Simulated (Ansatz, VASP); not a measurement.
## Al2O3 in VASP and in Ansatz

```
CELL_PARAMETERS angstrom
2.40430 1.38812 4.37491
-2.40430 1.38812 4.37491
0.00000 -2.77625 4.37491
ATOMIC_POSITIONS crystal
Al 0.14787 0.14787 0.14787
Al 0.35213 0.35213 0.35213
Al 0.64787 0.64787 0.64787
Al 0.85213 0.85213 0.85213
O 0.94384 0.55616 0.25000
O 0.44384 0.75000 0.05616
O 0.55616 0.25000 0.94384
O 0.25000 0.94384 0.55616
O 0.75000 0.05616 0.44384
O 0.05616 0.44384 0.75000
```

Alike in both runs: functional PBE; k mesh 6 × 6 × 6; occupations gaussian, width 0.02 eV; no spin polarisation.

Ansatz relaxed the structure, and its values are those at the end. VASP's run is a single point on that final structure, the one shown.

```csv
,VASP,Ansatz
version,VASP 6.6.1,Ansatz 0.2.0
potentials or method,"VASP PAW PBE potentials, release 64 (Al, O), cutoff 520 eV","scalar-relativistic, plane waves, PAW"
valence electrons in the cell,48,48
```

|  | VASP | Ansatz | Ansatz less VASP |
| --- | --- | --- | --- |
| gap on the k mesh at the Fermi level (eV) | 5.85 | 5.85 | +0.004 |
| least direct gap on the mesh (eV) | 5.85 | 5.85 | +0.004 |
| pressure (GPa) | -0.2 | 0.0 | +0.16 |
